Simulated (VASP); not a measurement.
Here is a VASP 6.6.1 calculation.

The input INCAR:

```
PREC = Accurate ; ENCUT = 520
EDIFF = 1E-6 ; ISMEAR = 0
SIGMA = 0.01 ; LREAL = False
LASPH = True ; NELM = 100
ALGO = Normal ; ISIF = 2
LWAVE = False ; LCHARG = False
GGA = PS ; NBANDS = 16
```

KPOINTS

```
regular mesh
0
Gamma
  10 10 10
```

The input POSCAR:

```
GaN
1.0
    0.0000000000      2.2639639564      2.2639639564
    2.2639639564      0.0000000000      2.2639639564
    2.2639639564      2.2639639564      0.0000000000
Ga N
1 1
Direct
    0.0000000000      0.0000000000      0.0000000000
    0.7500000000      0.7500000000      0.7500000000
```

Potentials or basis: VASP PAW PBE potentials, release 64 (Ga_d, N).

Launch:

```bash
$ cat potpaw_PBE.64/Ga_d/POTCAR potpaw_PBE.64/N/POTCAR > POTCAR
$ mpirun -np 1 vasp_std > vasp.out
```

Estimate the pressure.

-3.8 GPa.

Estimate the band gap on the k mesh.

1.59 eV, direct.

Caveat: the PAW data sets were made with another functional, which shifts forces and pressure a little.
